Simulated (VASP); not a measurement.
# TaN (P-6m2) in VASP: a series of runs, part 2 of 2

VASP 6.6.1.

## 3. Electric field gradients, LDA (equal xx and yy strain of -1 %)

Input file INCAR:

```
SYSTEM = TaN
PREC = Accurate ; ENCUT = 520
EDIFF = 1E-8 ; ISMEAR = -1
SIGMA = 0.02 ; LREAL = .False.
LASPH = .True. ; NELM = 100
ALGO = Normal ; ISIF = 2
LWAVE = .False. ; LCHARG = .False.
GGA = CA ; LEFG = .True.
NBANDS = 15
```

Input file KPOINTS:

```
regular mesh
0
Gamma
  12 12 10
  0 0 0
```

Input file POSCAR:

```
TaN
1.0
    2.9086188698      0.0000000000      0.0000000000
   -1.4543094349      2.5189378312      0.0000000000
    0.0000000000      0.0000000000      2.8830000000
Ta N
1 1
Direct
    0.3333333333      0.6666666667      0.5000000000
    0.0000000000      0.0000000000      0.0000000000
```

Potentials or basis: VASP PAW LDA potentials, release 64 (Ta_pv, N).

On the command line:

```bash
$ cat potpaw_LDA.64/Ta_pv/POTCAR potpaw_LDA.64/N/POTCAR > POTCAR
$ mpirun -np 1 vasp_std > vasp.out
```

OUTCAR:

```text
SYSTEM = TaN
   PREC = Accurate
   ENCUT = 520
   EDIFF = 1E-8
   ISMEAR = -1
   LREAL = .False.
   LASPH = .True.
   NELM = 100
   ISIF = 2
   GGA = CA

 ion  position               nearest neighbor table
   1  0.333  0.667  0.500-   2 2.21   2 2.21   2 2.21   2 2.21   2 2.21   2 2.21
   2  0.000  0.000  0.000-   1 2.21   1 2.21   1 2.21   1 2.21   1 2.21   1 2.21

  LATTYP: Found a hexagonal cell.
 ALAT       =     2.9086188698
 C/A-ratio  =     0.9911920843

  Lattice vectors:

 A1 = (   2.9086188698,   0.0000000000,   0.0000000000)
 A2 = (  -1.4543094349,   2.5189378312,   0.0000000000)
 A3 = (   0.0000000000,   0.0000000000,   2.8830000000)

Analysis of symmetry for initial positions (statically):
=====================================================================
 Subroutine PRICEL returns:
 Original cell was already a primitive cell.

 Routine SETGRP: Setting up the symmetry group for a
 hexagonal supercell.

 Subroutine GETGRP returns: Found 12 space group operations
 (whereof 12 operations were pure point group operations)
 out of a pool of 24 trial point group operations.

The static configuration has the point symmetry D_3h.

Analysis of symmetry for dynamics (positions and initial velocities):
=====================================================================
 Subroutine PRICEL returns:
 Original cell was already a primitive cell.

 Routine SETGRP: Setting up the symmetry group for a
 hexagonal supercell.

 Subroutine GETGRP returns: Found 12 space group operations
 (whereof 12 operations were pure point group operations)
 out of a pool of 24 trial point group operations.

The dynamic configuration has the point symmetry D_3h.

 Subroutine INISYM returns: Found 12 space group operations
 (whereof 12 operations are pure point group operations),
 and found     1 'primitive' translations

----------------------------------------------------------------------------------------

                                     Primitive cell

  volume of cell :      21.1227

  direct lattice vectors                    reciprocal lattice vectors
     2.908618870  0.000000000  0.000000000     0.343805787  0.198496364  0.000000000
    -1.454309435  2.518937831  0.000000000     0.000000000  0.396992727  0.000000000
     0.000000000  0.000000000  2.883000000     0.000000000  0.000000000  0.346860909

  length of vectors
     2.908618870  2.908618870  2.883000000     0.396992727  0.396992727  0.346860909

  position of ions in fractional coordinates (direct lattice)
     0.333333333  0.666666667  0.500000000
     0.000000000  0.000000000  0.000000000

  ion indices of the primitive-cell ions
   primitive index   ion index
                 1           1
                 2           2

----------------------------------------------------------------------------------------

 KPOINTS: regular mesh
[... 78 lines left out ...]
   PSTRESS=    0.0 pullay stress
   NELECT =      16.0000    total number of electrons
   NUPDOWN=      -1.0000    fix difference up-down
   EMIN   =  10.00;   EMAX   =-10.00  energy-range for DOS
   EFERMI =   0.00;   METHOD = LEGACY
   ISMEAR =    -1;   SIGMA  =   0.02  broadening in eV -4-tet -1-fermi 0-gaus
   EFERMI_NEDOS =   21; number of points for ismear=-14 and -15
   IALGO  =     38    algorithm
   IMIX   =      4    mixing-type and parameters
     AMIX     =   0.40;   BMIX     =  1.00
     AMIX_MAG =   1.60;   BMIX_MAG =  1.00
  volume/ion in A,a.u.               =      10.56        71.27
  Fermi-wavevector in a.u.,A,eV,Ry     =   1.492331  2.820097 30.300883  2.227052
  Thomas-Fermi vector in A             =   2.604873
   LORBIT       =      0    0 simple, 1 ext, 2 COOP (PROOUT), +10 PAW based schemes
   GGA     = CA    functional components
   LHFCALC =     F    Hartree Fock is set to
   AEXX    =    0.0000 exact exchange contribution
   IVDW    =     0    specifies the selected vdW correction
   LEPSILON=     F    determine dielectric tensor
   LRPA    =     F    only Hartree local field effects (RPA)
 non-spin polarized calculation
  energy-cutoff  :      520.00
  volume of cell :       21.12
 maximum number of plane-waves:       593
 NGX is ok and might be reduce to    24
   NGX = 11   NGY = 11   NGZ = 11

 number of electron      16.0000000 magnetization

 Free energy of the ion-electron system (eV)
  ---------------------------------------------------
  ext. energy  EPLUGINS =         0.00000000
  ---------------------------------------------------
  free energy    TOTEN  =       -24.71403650 eV

  energy without entropy =      -24.71394312  energy(sigma->0) =      -24.71398981

 E-fermi :   8.4068     XC(G=0): -13.6927

 val. band max:        8.2848886162   @ k =   0.0000   0.0000   0.4000
 cond. band min:       8.4426465731   @ k =   0.0833   0.0000   0.5000
 fundamental gap:      0.1577579569
 Fermi energy:         8.4068224787

 k-point     1 :       0.0000    0.0000    0.0000
  band No.  band energies     occupation
      1     -26.2833      2.00000
      2     -25.9648      2.00000
      3     -25.9648      2.00000
      4      -9.3563      2.00000
      5       3.7699      2.00000
      6       3.7699      2.00000
      7       4.0025      2.00000
      8       5.3642      2.00000
      9      10.9263      0.00000
     10      11.9376      0.00000
     11      11.9376      0.00000
     12      12.3481      0.00000
     13      12.3481      0.00000
     14      20.7721      0.00000
[... 401 lines left out ...]
      2     -26.2470      2.00000
      3     -26.1527      2.00000
      4      -7.5058      2.00000
      5       0.7195      2.00000
      6       3.1762      2.00000
      7       4.7106      2.00000
      8       5.5681      2.00000
      9      11.0438      0.00000
     10      11.3254      0.00000
     11      12.9841      0.00000
     12      13.4314      0.00000
     13      15.6723      0.00000
     14      20.7819      0.00000
     15      21.7340      0.00000

 [... further k-points ...]
[... 5 lines left out ...]
  --------------------------------------------------------------------------------------
  -------------------------------------------------------------------------------------
  Total       -0.0761874     -0.0761874     -1.0189666      0.0000000     -0.0000000     -0.0000000
  in kB       -5.7788930     -5.7788930    -77.2897020      0.0000000     -0.0000000     -0.0000000
  external PRESSURE =     -29.6158293 kB  Pullay stress =       0.0000000 kB

 VOLUME and BASIS-vectors are now :
 -----------------------------------------------------------------------------
  energy-cutoff  :      520.00
  volume of cell :       21.12
      direct lattice vectors                 reciprocal lattice vectors
     2.908618870  0.000000000  0.000000000     0.343805787  0.198496364  0.000000000
    -1.454309435  2.518937831  0.000000000     0.000000000  0.396992727  0.000000000
     0.000000000  0.000000000  2.883000000     0.000000000  0.000000000  0.346860909

 POSITION                                       TOTAL-FORCE (eV/Angst)
 -----------------------------------------------------------------------------------
     -0.00000      1.67929      1.44150         0.000000     -0.000000      0.000000
      0.00000      0.00000      0.00000        -0.000000      0.000000      0.000000
 -----------------------------------------------------------------------------------
    total drift:                                0.000000     -0.000000     -0.000000

  FREE ENERGIE OF THE ION-ELECTRON SYSTEM (eV)
  ---------------------------------------------------
  free  energy   TOTEN  =       -24.7140365010 eV

  energy  without entropy=      -24.7139431194  energy(sigma->0) =      -24.71398981

 Electric field gradients (V/A^2)
---------------------------------------------------------------------
 ion       V_xx      V_yy      V_zz      V_xy      V_xz      V_yz
---------------------------------------------------------------------
   1     -11.125   -11.125    22.250     0.000     0.000    -0.000
   2      -0.691    -0.692     1.382    -0.001    -0.000    -0.000
---------------------------------------------------------------------

 Electric field gradients after diagonalization (V/A^2)
 (convention: |V_zz| > |V_xx| > |V_yy|)
----------------------------------------------------------------------
 ion       V_xx      V_yy      V_zz     asymmetry (V_yy - V_xx)/ V_zz
----------------------------------------------------------------------
   1     -11.126   -11.125    22.250       0.000
   2      -0.692    -0.690     1.382       0.001
----------------------------------------------------------------------

           NMR quadrupolar parameters

 Cq : quadrupolar parameter    Cq=e*Q*V_zz/h
 eta: asymmetry parameters     (V_yy - V_xx)/ V_zz
 Q  : nuclear electric quadrupole moment in mb (millibarn)
----------------------------------------------------------------------
 ion       Cq(MHz)       eta       Q (mb)
----------------------------------------------------------------------
   1       0.054       0.000       1.000
   2       0.003       0.001       1.000
----------------------------------------------------------------------
```

stdout:

```text
POSCAR found type information on POSCAR TaN
 POSCAR found :  2 types and       2 ions
 scaLAPACK will be used
 LDA part: xc-table for (Slater(with rela. corr.)+CA(PZ))
 , standard interpolation
 POSCAR, INCAR and KPOINTS ok, starting setup
 FFT: planning ... GRIDC
 FFT: planning ... GRID_SOFT
 FFT: planning ... GRID
 WAVECAR not read
 entering main loop
ion   1

ion   2
```

Wall time 34 s (1 thread of Intel Xeon 6975P-C, shared host); peak memory 0.16 GiB.

Results:

- Free energy: -24.7140 eV
- Pressure: -3.0 GPa
- Band gap on the k mesh: zero (band 8 reaches 8.70 eV, above the bottom of band 9 at 8.19 eV)

Electric field gradients, principal values (V/Å²):
```csv
atom,least,middle,greatest (by size)
1 Ta,-11.125,-11.126,22.250
2 N,-0.690,-0.692,1.382
```

Caveat: the cell differs from its parent crystal (equal xx and yy strain of -1 %); without QUAD_EFG the Cq values of the log hold for a quadrupole moment of 1 mb, not for the nuclei; spin-orbit coupling is left out, which moves the levels of the heavy elements.

## 4. Electric field gradients, LDA (equal xx and yy strain of -1 %)

Input file INCAR:

```
SYSTEM = TaN
ALGO = Normal
EDIFF = 1E-8
ENCUT = 520
ISIF = 2
ISMEAR = -1
LASPH = .TRUE.
LCHARG = .FALSE.
LEFG = .TRUE.
LREAL = .FALSE.
LWAVE = .FALSE.
NBANDS = 15
NELM = 60
PREC = Accurate
SIGMA = 0.02
```

Input file KPOINTS:

```
k-points
0
G
  12 12 10
  0 0 0
```

POSCAR is that of step 3.

Potentials or basis: VASP PAW LDA potentials, release 64 (Ta_pv, N).

On the command line:

```bash
$ cat potpaw_LDA.64/Ta_pv/POTCAR potpaw_LDA.64/N/POTCAR > POTCAR
$ mpirun -np 1 vasp_std > vasp.out
```

OUTCAR:

```text
SYSTEM = TaN
   EDIFF = 1E-8
   ENCUT = 520
   ISIF = 2
   ISMEAR = -1
   LASPH = .TRUE.
   LREAL = .FALSE.
   NELM = 60
   PREC = Accurate

 ion  position               nearest neighbor table
   1  0.333  0.667  0.500-   2 2.21   2 2.21   2 2.21   2 2.21   2 2.21   2 2.21
   2  0.000  0.000  0.000-   1 2.21   1 2.21   1 2.21   1 2.21   1 2.21   1 2.21

  LATTYP: Found a hexagonal cell.
 ALAT       =     2.9086188698
 C/A-ratio  =     0.9911920843

  Lattice vectors:

 A1 = (   2.9086188698,   0.0000000000,   0.0000000000)
 A2 = (  -1.4543094349,   2.5189378312,   0.0000000000)
 A3 = (   0.0000000000,   0.0000000000,   2.8830000000)

Analysis of symmetry for initial positions (statically):
=====================================================================
 Subroutine PRICEL returns:
 Original cell was already a primitive cell.

 Routine SETGRP: Setting up the symmetry group for a
 hexagonal supercell.

 Subroutine GETGRP returns: Found 12 space group operations
 (whereof 12 operations were pure point group operations)
 out of a pool of 24 trial point group operations.

The static configuration has the point symmetry D_3h.

Analysis of symmetry for dynamics (positions and initial velocities):
=====================================================================
 Subroutine PRICEL returns:
 Original cell was already a primitive cell.

 Routine SETGRP: Setting up the symmetry group for a
 hexagonal supercell.

 Subroutine GETGRP returns: Found 12 space group operations
 (whereof 12 operations were pure point group operations)
 out of a pool of 24 trial point group operations.

The dynamic configuration has the point symmetry D_3h.

 Subroutine INISYM returns: Found 12 space group operations
[... 575 lines left out ...]
      8       5.5681      2.00000
      9      11.0438      0.00000
     10      11.3254      0.00000
     11      12.9841      0.00000
     12      13.4314      0.00000
     13      15.6723      0.00000
     14      20.7819      0.00000
     15      21.7340      0.00000

 [... further k-points ...]

------------------------ aborting loop because EDIFF is reached ----------------------------------------

  FORCE on cell =-STRESS in cart. coord.  units (eV):
  Direction    XX          YY          ZZ          XY          YZ          ZX
  --------------------------------------------------------------------------------------
  -------------------------------------------------------------------------------------
  Total       -0.0761874     -0.0761874     -1.0189666      0.0000000     -0.0000000     -0.0000000
  in kB       -5.7788930     -5.7788930    -77.2897020      0.0000000     -0.0000000     -0.0000000
  external PRESSURE =     -29.6158293 kB  Pullay stress =       0.0000000 kB

 VOLUME and BASIS-vectors are now :
 -----------------------------------------------------------------------------
  energy-cutoff  :      520.00
  volume of cell :       21.12
      direct lattice vectors                 reciprocal lattice vectors
     2.908618870  0.000000000  0.000000000     0.343805787  0.198496364  0.000000000
    -1.454309435  2.518937831  0.000000000     0.000000000  0.396992727  0.000000000
     0.000000000  0.000000000  2.883000000     0.000000000  0.000000000  0.346860909

 POSITION                                       TOTAL-FORCE (eV/Angst)
 -----------------------------------------------------------------------------------
     -0.00000      1.67929      1.44150         0.000000     -0.000000      0.000000
      0.00000      0.00000      0.00000        -0.000000      0.000000      0.000000
 -----------------------------------------------------------------------------------
    total drift:                                0.000000     -0.000000     -0.000000

  FREE ENERGIE OF THE ION-ELECTRON SYSTEM (eV)
  ---------------------------------------------------
  free  energy   TOTEN  =       -24.7140365010 eV

  energy  without entropy=      -24.7139431194  energy(sigma->0) =      -24.71398981

 Electric field gradients (V/A^2)
---------------------------------------------------------------------
 ion       V_xx      V_yy      V_zz      V_xy      V_xz      V_yz
---------------------------------------------------------------------
   1     -11.125   -11.125    22.250     0.000     0.000    -0.000
   2      -0.691    -0.692     1.382    -0.001    -0.000    -0.000
---------------------------------------------------------------------

 Electric field gradients after diagonalization (V/A^2)
 (convention: |V_zz| > |V_xx| > |V_yy|)
----------------------------------------------------------------------
 ion       V_xx      V_yy      V_zz     asymmetry (V_yy - V_xx)/ V_zz
----------------------------------------------------------------------
   1     -11.126   -11.125    22.250       0.000
   2      -0.692    -0.690     1.382       0.001
----------------------------------------------------------------------

           NMR quadrupolar parameters

 Cq : quadrupolar parameter    Cq=e*Q*V_zz/h
 eta: asymmetry parameters     (V_yy - V_xx)/ V_zz
 Q  : nuclear electric quadrupole moment in mb (millibarn)
----------------------------------------------------------------------
 ion       Cq(MHz)       eta       Q (mb)
----------------------------------------------------------------------
   1       0.054       0.000       1.000
   2       0.003       0.001       1.000
----------------------------------------------------------------------
```

It used 18 s of CPU time on 1 thread of Intel Xeon 6975P-C (shared host).

Results:

```yaml
Free_energy: -24.7140 eV
Pressure: -3.0 GPa
Band_gap_on_the_k_mesh: zero (band 8 reaches 8.70 eV, above the bottom of band 9 at 8.19 eV)
```

Levels at points of the mesh, in eV from the Fermi level:
```tsv
k point	band 6	band 7	band 8	band 9	band 10	band 11
(0.00, 0.00, 0.00)	-4.64	-4.40	-3.04	2.52	3.53	3.53
(0.50, 0.00, 0.00)	-5.46	-3.65	-3.20	2.89	4.16	5.16
(0.00, 0.00, 0.50)	-3.80	-3.80	-0.22	-0.22	2.26	3.32
(0.50, 0.00, 0.50)	-6.31	-5.81	-0.36	4.25	5.46	6.06
```

Electric field gradients, principal values (V/Å²):
```
atom    least   middle  greatest (by size)
1 Ta  -11.125  -11.126              22.250
 2 N   -0.690   -0.692               1.382
```

Caveat: the cell differs from its parent crystal (equal xx and yy strain of -1 %); without QUAD_EFG the Cq values of the log hold for a quadrupole moment of 1 mb, not for the nuclei; spin-orbit coupling is left out, which moves the levels of the heavy elements.
